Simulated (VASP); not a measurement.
The system is SnW2N3.

```
Sn W N
1.0
     5.27740    0.00000    0.00000
    -2.63870    4.57036    0.00000
     0.00000    0.00000    3.21350
Sn W N
1 2 3
Direct
  0.00000 0.00000 0.00000
  0.33333 0.66667 0.00000
  0.66667 0.33333 0.00000
  0.50000 0.00000 0.50000
  0.50000 0.50000 0.50000
  0.00000 0.50000 0.50000
```

| Property | Result |
| --- | --- |
| Program | VASP 6.6.1 |
| Task | relaxation of cell and atoms |
| Functional | PBE |
| Potentials or basis | VASP PAW PBE potentials, release 64 (Sn_d, W_sv, N) |
| Cutoff | 600 eV |
| k mesh | 6 × 6 × 6 |
| Occupations | gaussian, width 0.1 eV |
| Spin | no spin polarisation |

At the start: pressure -15.9 GPa; volume 12.92 Å³/atom.

Task: How do energy, volume and symmetry change on relaxing?

Result: Over 9 steps the energy falls by 344.8 meV/atom and the volume is 12.29 Å³/atom (-4.8 %); space group P6/mmm (No. 191, to 0.1 Å) before and after.

The path:
```csv
step,energy change (eV),largest force (eV/Å),pressure (GPa),volume (Å³)
1,0.0000,0.0000,-15.86,77.51
2,-0.5952,0.0000,52.82,63.42
3,-1.3605,0.0000,16.31,68.59
4,-1.1746,0.0000,20.40,71.06
5,-1.8945,0.0000,15.24,69.90
6,-1.8956,0.0000,15.39,70.01
7,-1.7970,0.0000,-15.28,79.08
8,-2.0687,0.0000,-0.22,73.84
9,-2.0687,0.0000,0.09,73.76
```

Final structure:
```yaml
crystal:
  lattice:
    - [5.53351, 0.00000, 0.00000]
    - [-2.76675, 4.79216, 0.00000]
    - [0.00000, 0.00000, 2.78170]
  atoms:
    - { symbol: Sn, position: [0.00000, 0.00000, 0.00000] }
    - { symbol: W, position: [0.33333, 0.66667, 0.00000] }
    - { symbol: W, position: [0.66667, 0.33333, 0.00000] }
    - { symbol: N, position: [0.50000, 0.00000, 0.50000] }
    - { symbol: N, position: [0.50000, 0.50000, 0.50000] }
    - { symbol: N, position: [0.00000, 0.50000, 0.50000] }
```

Caveat: an odd number of electrons without spin polarisation forces a metal; a magnetic or distorted state may lie lower.
